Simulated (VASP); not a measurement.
# SiPb2C13 (P1) in VASP: further runs

SiPb2C13 is run at these levels: PBE; tasks: single point, relaxation of cell and atoms.

Everything below comes from runs of VASP 6.6.1. Logs are shortened: lines on timing, memory, paths and dates and some standing lists are left out, and cuts for length are marked.

### Step 1. The cell of the first run

The typed cell holds 16 atoms: a = 8.592 Å, b = 9.068 Å, c = 9.067 Å, α = 32.48°, β = 33.42°, γ = 33.42°.

### Step 2. Single point, PBE

Input file INCAR:

```
SYSTEM = SiPb2C13
  PREC = Accurate
  ENCUT = 520
  EDIFF = 1E-7
  ISMEAR = 0
  SIGMA = 0.1
  LREAL = Auto
  LASPH = .TRUE.
  NELM = 60
  ALGO = Normal
  ISIF = 2
  LWAVE = .FALSE.
  LCHARG = .FALSE.
  GGA = PE
  ISYM = 0
  NBANDS = 56
```

Input file KPOINTS:

```
Automatic mesh
0
G
  3 3 3
  0 0 0
```

Input file POSCAR:

```
SiPb2C13
1.0
   -5.7942066528      5.7938524835      2.5837734997
   -5.9820830284      2.3958971241      6.3798553440
   -2.3961288552      5.9814971280      6.3796236129
C Si Pb
13 1 2
Direct
    0.5040908541     -0.0360375602      0.9624294611
    0.0188207688      0.4753304638     -0.0582091317
    0.0188217490      0.9433524287      0.4737411680
    0.5260153690      0.5691195760      0.0989516677
    0.5259954610      0.1006410291      0.5674913350
    0.5230258185      0.5035246953      0.5019576615
    0.8222107376      1.0994058405      0.3717443482
    0.3570924229      0.7997617788      0.3178149913
    0.8667719881      0.8099720306      0.8083792095
    0.3488192820      0.3908169779      0.3892180694
    0.4410019049      0.9012943397      0.8996717248
    0.8222109499      0.3733586965      1.0977901568
    0.3571180974      0.3193901107      0.7981987178
    0.9666014649      0.3236293137      0.3221098036
    1.0570361633     -0.1283679794     -0.1297771647
   -0.1654172765      0.5688032527      0.5680782376
```

Potentials or basis: VASP PAW PBE potentials, release 64 (C, Si, Pb_d).

Launch:

```sh
cat potpaw_PBE.64/C/POTCAR potpaw_PBE.64/Si/POTCAR potpaw_PBE.64/Pb_d/POTCAR > POTCAR
mpirun -np 1 vasp_std > vasp.out
```

OUTCAR:

```text
SYSTEM = SiPb2C13
   PREC = Accurate
   ENCUT = 520
   EDIFF = 1E-7
   ISMEAR = 0
   LREAL = Auto
   LASPH = .TRUE.
   NELM = 60
   ISIF = 2
   GGA = PE
   ISYM = 0

 ion  position               nearest neighbor table
   1  0.504  0.964  0.962-   9 1.54   8 1.56  13 1.56  11 1.59
   2  0.019  0.475  0.942-  13 1.44  12 1.46   9 1.48  14 2.10
   3  0.019  0.943  0.474-   8 1.44   7 1.46   9 1.48  14 2.10
   4  0.526  0.569  0.099-  12 1.44  10 1.45  11 1.49  16 2.98
   5  0.526  0.101  0.567-   7 1.44  10 1.45  11 1.49  16 2.99
   6  0.523  0.504  0.502-  13 1.43   8 1.43  14 1.89
   7  0.822  0.099  0.372-  12 1.39   5 1.44   3 1.46
   8  0.357  0.800  0.318-   6 1.43   3 1.44   1 1.56
   9  0.867  0.810  0.808-   3 1.48   2 1.48   1 1.54  15 2.62
  10  0.349  0.391  0.389-   5 1.45   4 1.45  16 2.30
  11  0.441  0.901  0.900-   5 1.49   4 1.49   1 1.59
  12  0.822  0.373  0.098-   7 1.39   4 1.44   2 1.46
  13  0.357  0.319  0.798-   6 1.43   2 1.44   1 1.56
  14  0.967  0.324  0.322-   6 1.89   2 2.10   3 2.10  15 2.98  15 2.98  16 3.34
  15  0.057  0.872  0.870-   9 2.62  14 2.98  14 2.98  16 3.24  16 3.24  16 3.35
  16  0.835  0.569  0.568-  10 2.30   4 2.98   5 2.99  15 3.24  15 3.24  14 3.34  15 3.35

IMPORTANT INFORMATION: All symmetrisations will be switched off!
NOSYMM: (Re-)initialisation of all symmetry stuff for point group C_1.

----------------------------------------------------------------------------------------

                                     Primitive cell

  volume of cell :     187.4732

  direct lattice vectors                    reciprocal lattice vectors
    -5.794206653  5.793852484  2.583773500    -0.122023639  0.122025335 -0.160241202
    -5.982083028  2.395897124  6.379855344    -0.114724462 -0.164150395  0.110816965
    -2.396128855  5.981497128  6.379623613     0.164148699  0.114735601  0.110826407

  length of vectors
     8.591707795  9.067976323  9.067488011     0.235493511  0.228883058  0.228891996

  position of ions in fractional coordinates (direct lattice)
     0.504090854  0.963962440  0.962429461
     0.018820769  0.475330464  0.941790868
     0.018821749  0.943352429  0.473741168
     0.526015369  0.569119576  0.098951668
     0.525995461  0.100641029  0.567491335
     0.523025819  0.503524695  0.501957662
[... 8 lines left out ...]
     0.057036163  0.871632021  0.870222835
     0.834582723  0.568803253  0.568078238

  ion indices of the primitive-cell ions
   primitive index   ion index
                 1           1
                 2           2
                 3           3
                 4           4
                 5           5
                 6           6
[... 8 lines left out ...]
                15          15
                16          16

----------------------------------------------------------------------------------------

 KPOINTS: Automatic mesh

Automatic generation of k-mesh.
 Grid dimensions read from file:
 generate k-points for:    3    3    3

 Generating k-lattice:

  Cartesian coordinates                     Fractional coordinates (reciprocal lattice)
    -0.040674546  0.040675112 -0.053413734     0.333333333 -0.000000000 -0.000000000
    -0.038241487 -0.054716798  0.036938988    -0.000000000  0.333333333 -0.000000000
     0.054716233  0.038245200  0.036942136     0.000000000  0.000000000  0.333333333

  Length of vectors
     0.078497837  0.076294353  0.076297332

  Shift w.r.t. Gamma in fractional coordinates (k-lattice)
     0.000000000  0.000000000  0.000000000

 Subroutine IBZKPT returns following result:
 ===========================================

 Found     14 irreducible k-points:

 Following reciprocal coordinates:
            Coordinates               Weight
  0.000000  0.000000  0.000000      1.000000
  0.333333 -0.000000 -0.000000      2.000000
  0.000000  0.333333  0.000000      2.000000
 -0.000000  0.000000 -0.333333      2.000000
  0.333333  0.333333  0.000000      2.000000
 -0.333333  0.000000 -0.333333      2.000000
 -0.333333  0.333333  0.000000      2.000000
  0.333333  0.000000 -0.333333      2.000000
 -0.000000  0.333333  0.333333      2.000000
  0.333333  0.333333  0.333333      2.000000
 -0.333333  0.333333  0.333333      2.000000
  0.000000 -0.333333  0.333333      2.000000
  0.333333 -0.333333  0.333333      2.000000
 -0.333333 -0.333333  0.333333      2.000000
   k-points           NKPTS =     14   k-points in BZ     NKDIM =     14   number of bands    NBANDS=     56
   number of dos      NEDOS =    301   number of ions     NIONS =     16
   total plane-waves  NPLWV = 313600
   dimension x,y,z NGX =    64 NGY =   70 NGZ =   70
   dimension x,y,z NGXF=   128 NGYF=  140 NGZF=  140
   ions per type =              13   1   2
   NGX,Y,Z   is equivalent  to a cutoff of  12.38, 12.83, 12.83 a.u.
   NGXF,Y,Z  is equivalent  to a cutoff of  24.77, 25.67, 25.67 a.u.
 SYSTEM =  SiPb2C13
   PREC   = accura    normal or accurate (medium, high low for compatibility)
   ISTART =      0    job   : 0-new  1-cont  2-samecut
   ICHARG =      2    charge: 1-file 2-atom 10-const
   ISPIN  =      1    spin polarized calculation?
   LNONCOLLINEAR =      F non collinear calculations
   LSORBIT =      F    spin-orbit coupling
   LASPH  =      T    aspherical Exc in radial PAW
   ENCUT  =  520.0 eV  38.22 Ry    6.18 a.u.  15.97 16.86 16.86*2*pi/ulx,y,z
   NELM   =     60;   NELMIN=  2; NELMDL= -5     # of ELM steps
   EDIFF  = 0.1E-06   stopping-criterion for ELM
   LREAL  =      T    real-space projection
   EDIFFG = 0.1E-05   stopping-criterion for IOM
   NSW    =      0    number of steps for IOM
   IBRION =     -1    ionic relax: 0-MD 1-quasi-New 2-CG
   NFREE  =      0    steps in history (QN), initial steepest desc. (CG)
   ISIF   =      2    stress and relaxation
   ISYM   =      0    0-nonsym 1-usesym 2-fastsym
   POTIM  = 0.5000    time-step for ionic-motion
   TEBEG  =    0.0;   TEEND  =   0.0 temperature during run
   PSTRESS=    0.0 pullay stress
   NELECT =      84.0000    total number of electrons
   NUPDOWN=      -1.0000    fix difference up-down
   EMIN   =  10.00;   EMAX   =-10.00  energy-range for DOS
   EFERMI =   0.00;   METHOD = LEGACY
   ISMEAR =     0;   SIGMA  =   0.10  broadening in eV -4-tet -1-fermi 0-gaus
   EFERMI_NEDOS =   21; number of points for ismear=-14 and -15
   IALGO  =     38    algorithm
   IMIX   =      4    mixing-type and parameters
     AMIX     =   0.40;   BMIX     =  1.00
     AMIX_MAG =   1.60;   BMIX_MAG =  1.00
  volume/ion in A,a.u.               =      11.72        79.07
  Fermi-wavevector in a.u.,A,eV,Ry     =   1.252722  2.367302 21.351805  1.569313
  Thomas-Fermi vector in A             =   2.386609
   LORBIT       =      0    0 simple, 1 ext, 2 COOP (PROOUT), +10 PAW based schemes
   GGA     = PE    functional components
   LHFCALC =     F    Hartree Fock is set to
   AEXX    =    0.0000 exact exchange contribution
   IVDW    =     0    specifies the selected vdW correction
   LEPSILON=     F    determine dielectric tensor
   LRPA    =     F    only Hartree local field effects (RPA)
 non-spin polarized calculation
 Gauss-broadening in eV      SIGMA  =   0.10
  energy-cutoff  :      520.00
  volume of cell :      187.47
 maximum number of plane-waves:      5069
   NGX = 31   NGY = 33   NGZ = 33

 number of electron      83.9999998 magnetization

 Free energy of the ion-electron system (eV)
  ---------------------------------------------------
  ext. energy  EPLUGINS =         0.00000000
  ---------------------------------------------------
  free energy    TOTEN  =      -120.79639414 eV

  energy without entropy =     -120.77380254  energy(sigma->0) =     -120.78509834

 E-fermi :   6.0309     XC(G=0): -10.4397

 val. band max:        6.0078352377   @ k =  -0.3333   0.3333   0.0000
 cond. band min:       6.0664439871   @ k =   0.3333   0.3333   0.0000
 fundamental gap:      0.0586087494
 Fermi energy:         6.0308522370

 k-point     1 :       0.0000    0.0000    0.0000
  band No.  band energies     occupation
      1     -13.7760      2.00000
      2     -11.4468      2.00000
      3     -11.0899      2.00000
      4     -11.0640      2.00000
      5     -10.9926      2.00000
      6     -10.9480      2.00000
[... 46 lines left out ...]
     53      11.5921      0.00000
     54      11.9523      0.00000

 k-point     2 :       0.3333   -0.0000   -0.0000
  band No.  band energies     occupation
      1     -13.2798      2.00000
      2     -11.7825      2.00000
      3     -11.0878      2.00000
      4     -11.0455      2.00000
      5     -10.9907      2.00000
      6     -10.9427      2.00000
[... 46 lines left out ...]
     53      11.9681      0.00000
     54      12.4844      0.00000

 k-point     3 :       0.0000    0.3333    0.0000
  band No.  band energies     occupation
      1     -13.1883      2.00000
      2     -11.6836      2.00000
      3     -11.0875      2.00000
      4     -11.0426      2.00000
      5     -10.9829      2.00000
      6     -10.9631      2.00000
[... 46 lines left out ...]
     53      11.5280      0.00000
     54      12.2818      0.00000
[... 514 lines left out ...]
 k-point    13 :       0.3333   -0.3333    0.3333
  band No.  band energies     occupation
      1     -13.1866      2.00000
      2     -11.6868      2.00000
      3     -11.0873      2.00000
      4     -11.0241      2.00000
      5     -10.9954      2.00000
      6     -10.9495      2.00000
[... 46 lines left out ...]
     53      11.5566      0.00000
     54      12.2418      0.00000

 k-point    14 :      -0.3333   -0.3333    0.3333
  band No.  band energies     occupation
      1     -13.1865      2.00000
      2     -11.6867      2.00000
      3     -11.0876      2.00000
      4     -11.0236      2.00000
      5     -10.9952      2.00000
      6     -10.9496      2.00000
[... 46 lines left out ...]
     53      11.5570      0.00000
     54      12.2421      0.00000
 [bands above 54 left out]

------------------------ aborting loop because EDIFF is reached ----------------------------------------

  FORCE on cell =-STRESS in cart. coord.  units (eV):
  Direction    XX          YY          ZZ          XY          YZ          ZX
  --------------------------------------------------------------------------------------
  -------------------------------------------------------------------------------------
  Total        0.3662224      0.3796951      0.1035017      0.0930203     -0.0423601      0.0408301
  in kB        3.1297975      3.2449378      0.8845431      0.7949665     -0.3620167      0.3489405
  external PRESSURE =       2.4197595 kB  Pullay stress =       0.0000000 kB

 VOLUME and BASIS-vectors are now :
 -----------------------------------------------------------------------------
  energy-cutoff  :      520.00
  volume of cell :      187.47
      direct lattice vectors                 reciprocal lattice vectors
    -5.794206653  5.793852484  2.583773500    -0.122023639  0.122025335 -0.160241202
    -5.982083028  2.395897124  6.379855344    -0.114724462 -0.164150395  0.110816965
    -2.396128855  5.981497128  6.379623613     0.164148699  0.114735601  0.110826407

 POSITION                                       TOTAL-FORCE (eV/Angst)
 -----------------------------------------------------------------------------------
    -10.99341     10.98695     13.59234        -0.007991      0.000334      0.012366
     -5.20917      6.88121      9.08944         0.009874      0.015258      0.004087
     -6.88741      5.20291      9.08937        -0.014459     -0.006458      0.005637
     -6.68946      5.00309      5.62128        -0.014926     -0.037740      0.001088
     -5.00955      6.68311      5.62151         0.037658      0.014420      0.000656
     -7.24540      7.23919      7.76610        -0.034825      0.035397     -0.015601
[... 8 lines left out ...]
     -7.62982      7.62404     11.25995        -0.009670      0.005611     -0.011564
     -9.59956      9.59620      9.40938         0.008614     -0.009108      0.017095
 -----------------------------------------------------------------------------------
    total drift:                               -0.007057      0.001471      0.005229

  FREE ENERGIE OF THE ION-ELECTRON SYSTEM (eV)
  ---------------------------------------------------
  free  energy   TOTEN  =      -120.7963941412 eV

  energy  without entropy=     -120.7738025354  energy(sigma->0) =     -120.78509834
```

It took 11 min on 1 thread of Intel Xeon 6975P-C (Granite Rapids), shared host; peak memory 0.68 GiB.

Results:

| Property | Result |
| --- | --- |
| Free energy | -120.7964 eV |
| Pressure | 0.2 GPa |
| Largest force | 0.052 eV/Å |
| Band gap on the k mesh | zero (bands 42 and 43 overlap by 0.21 eV) |

Forces in eV/Å, atoms in the order of the input:
```
C   -0.008  0.000  0.012
C    0.010  0.015  0.004
C   -0.014 -0.006  0.006
C   -0.015 -0.038  0.001
C    0.038  0.014  0.001
C   -0.035  0.035 -0.016
C    0.006  0.024 -0.017
C   -0.026 -0.017 -0.015
C   -0.004  0.006  0.039
C    0.032 -0.035  0.011
C    0.011 -0.010  0.002
C   -0.024 -0.006 -0.018
C    0.024  0.025 -0.015
Si   0.006 -0.006  0.001
Pb  -0.010  0.006 -0.012
Pb   0.009 -0.009  0.017
```

Caveat: the k points lie up to 0.49 Å⁻¹ apart; spin-orbit coupling is left out, which moves the levels of the heavy elements.

### Step 3. Relaxation of cell and atoms, PBE

This run uses another cell than the first one, of 9.10 Å³/atom.

Input file INCAR:

```
SYSTEM = SiPb2C13
PREC = Accurate
ENCUT = 600
EDIFF = 1E-6
ISMEAR = 0
SIGMA = 0.1
LREAL = Auto
LASPH = .TRUE.
NELM = 80
ALGO = Normal
ISIF = 3
LWAVE = .FALSE.
LCHARG = .FALSE.
GGA = PE
IBRION = 2
NSW = 70
EDIFFG = -0.04
ISYM = 0
```

Input file KPOINTS:

```
regular mesh
0
G
  3 3 3
  0 0 0
```

Input file POSCAR:

```
SiPb2C13
1.0
   -4.1760899600      4.1760899600      0.0000000000
   -4.1760899600      0.0000000000      4.1760899600
    0.0000000000      4.1760899600      4.1760899600
C Si Pb
13 1 2
Direct
    0.5010502455      0.0015603492      0.9977405745
    0.0001403762      0.4916279010      0.0051181210
    0.0043743967      0.9976686287      0.4980517447
    0.4907947394      0.5055459422      0.0052922633
    0.5005138803      0.0064961645      0.4929676299
    0.5002030489      0.4986240286      0.4985626971
    0.8699537854      0.8806562775      0.3723846460
    0.3742752787      0.8739561591      0.3770575623
    0.8800493541      0.8758023866      0.8679525882
    0.3700490725      0.3707555551      0.3804158209
    0.3742714417      0.8762592378      0.8695993159
    0.8784407073      0.3777540268      0.8748016849
    0.3786575041      0.3747197085      0.8740121013
    0.8724646325      0.3830980818      0.3715016103
    0.9942265016      0.0035624613      0.0033843379
    0.0007507900      0.4959080858      0.5007475577
```

Potentials or basis: VASP PAW PBE potentials, release 64 (C, Si, Pb_d).

Launch:

```sh
cat potpaw_PBE.64/C/POTCAR potpaw_PBE.64/Si/POTCAR potpaw_PBE.64/Pb_d/POTCAR > POTCAR
mpirun -np 1 vasp_std > vasp.out
```

It took 76 min on 1 thread of Intel Xeon 6975P-C (Granite Rapids), shared host; peak memory 0.39 GiB.

The run converged. Its results:

| Quantity | Value |
| --- | --- |
| Free energy | -118.5797 eV |
| Relaxed volume | 11.36 Å³/atom |
| Relaxed cell | a = 8.060 Å, b = 8.193 Å, c = 8.201 Å, α = 36.94°, β = 38.10°, γ = 38.12° |
| Space group after relaxing (to 0.1 Å) | Cm (No. 8) |
| Energy gained by relaxing | 2040.2 meV/atom |
| Ionic steps | 70 |
| Pressure after relaxing | 0.0 GPa |
| Largest force after relaxing | 0.037 eV/Å |
| Band gap on the k mesh | zero (bands 42 and 43 overlap by 0.75 eV) |

Forces on the atoms (eV/Å):
```
C    0.022 -0.020  0.009
C   -0.012  0.018  0.014
C   -0.032  0.010  0.013
C   -0.018  0.024 -0.009
C   -0.025  0.020 -0.008
C   -0.009 -0.011  0.015
C    0.031 -0.008 -0.003
C    0.012 -0.024 -0.007
C    0.003  0.004 -0.003
C    0.014 -0.016 -0.014
C    0.011 -0.013  0.010
C    0.008 -0.026 -0.002
C    0.036 -0.004 -0.002
Si  -0.014  0.016 -0.030
Pb  -0.011  0.014  0.024
Pb  -0.016  0.017 -0.007
```

The path:
| step | energy change (eV) | largest force (eV/Å) | pressure (GPa) | volume (Å³) |
| --- | --- | --- | --- | --- |
| 1 | 0.0000 | 29.4262 | 46.94 | 145.66 |
| 3 | -12.9177 | 7.4267 | -13.00 | 168.79 |
| 5 | -14.0227 | 8.0753 | 1.24 | 155.70 |
| 7 | -14.2272 | 7.6113 | -3.87 | 158.82 |
| 9 | -17.2325 | 2.8986 | -10.99 | 158.94 |
| 11 | -18.7826 | 2.8757 | 5.22 | 148.69 |
| 13 | -19.8310 | 2.3458 | 10.94 | 148.10 |
| 15 | -21.6918 | 3.9490 | 1.27 | 160.44 |
| 17 | -21.8477 | 4.9753 | 0.43 | 163.29 |
| 19 | -24.4169 | 3.0034 | -6.08 | 176.91 |
| 21 | -25.5447 | 2.0293 | -3.96 | 180.16 |
| 23 | -26.5513 | 2.3459 | 0.41 | 177.87 |
| 25 | -27.4793 | 2.8889 | 0.81 | 176.77 |
| 27 | -28.1290 | 3.1301 | -0.05 | 176.78 |
| 29 | -28.2660 | 3.3747 | -0.06 | 176.72 |
| 31 | -29.0909 | 2.6223 | -0.33 | 176.69 |
| 33 | -29.7144 | 2.0758 | 0.70 | 176.23 |
| 35 | -30.1639 | 1.9191 | 0.17 | 176.73 |
| 37 | -30.8092 | 2.6831 | -1.14 | 177.64 |
| 39 | -31.2659 | 2.2425 | 0.11 | 177.22 |
| 41 | -31.8463 | 2.0480 | 0.77 | 177.09 |
| 43 | -32.1453 | 1.1018 | 0.82 | 177.95 |
| 45 | -32.3706 | 1.1180 | 0.80 | 179.99 |
| 47 | -32.5040 | 0.8319 | -0.50 | 182.06 |
| 49 | -32.5629 | 0.7227 | -0.61 | 182.32 |
| 51 | -32.5894 | 0.3435 | 0.02 | 181.72 |
| 53 | -32.6064 | 0.2573 | 0.55 | 181.40 |
| 55 | -32.6197 | 0.2805 | -0.24 | 182.11 |
| 57 | -32.6304 | 0.2126 | -0.48 | 182.34 |
| 59 | -32.6360 | 0.1686 | 0.08 | 181.94 |
| 61 | -32.6389 | 0.1172 | 0.03 | 181.84 |
| 63 | -32.6406 | 0.1033 | -0.01 | 181.82 |
| 65 | -32.6418 | 0.0901 | -0.02 | 181.79 |
| 67 | -32.6426 | 0.0587 | -0.01 | 181.75 |
| 69 | -32.6432 | 0.0526 | 0.05 | 181.70 |
| 70 | -32.6435 | 0.0365 | 0.02 | 181.74 |

Final structure:
```xyz
16
Lattice="-5.5326 5.5355 1.9259 -5.5287 1.8570 5.7540 -1.8605 5.5333 5.7605" Properties=species:S:1:pos:R:3 pbc="T T T"
C    -2.8216    2.8121    1.1148
C   -10.0842   11.7830   10.3731
C   -11.7854   10.0756   10.3696
C    -6.3334    4.3634    4.5529
C    -4.3663    6.3347    4.5552
C    -6.5409    6.5320    7.0257
C   -10.4901    9.4433    9.9695
C    -7.1034    5.2889    7.4191
C   -10.7627   10.7559   11.2857
C    -5.0142    5.0140    4.4727
C    -8.4788    8.4797   10.5135
C    -9.4471   10.4895    9.9738
C    -5.2997    7.0964    7.4212
Si   -7.3723    7.3642    5.7039
Pb   -5.0658    5.0735    1.9258
Pb   -3.4780    3.4863    4.6999
```

Levels at points of the mesh, in eV from the Fermi level:
| k point | band 38 | band 39 | band 40 | band 41 | band 42 | band 43 | band 44 | band 45 | band 46 | band 47 |
| --- | --- | --- | --- | --- | --- | --- | --- | --- | --- | --- |
| (0.00, 0.00, 0.00) | -2.10 | -1.89 | -1.50 | -1.22 | -0.81 | -0.21 | 0.31 | 1.71 | 2.29 | 3.21 |

Caveat: the k points lie up to 0.47 Å⁻¹ apart in the final cell, too coarse for converged energies and pressures of a metal; the volume moved by over 15 % at a fixed basis, so the end points are rough; spin-orbit coupling is left out, which moves the levels of the heavy elements.
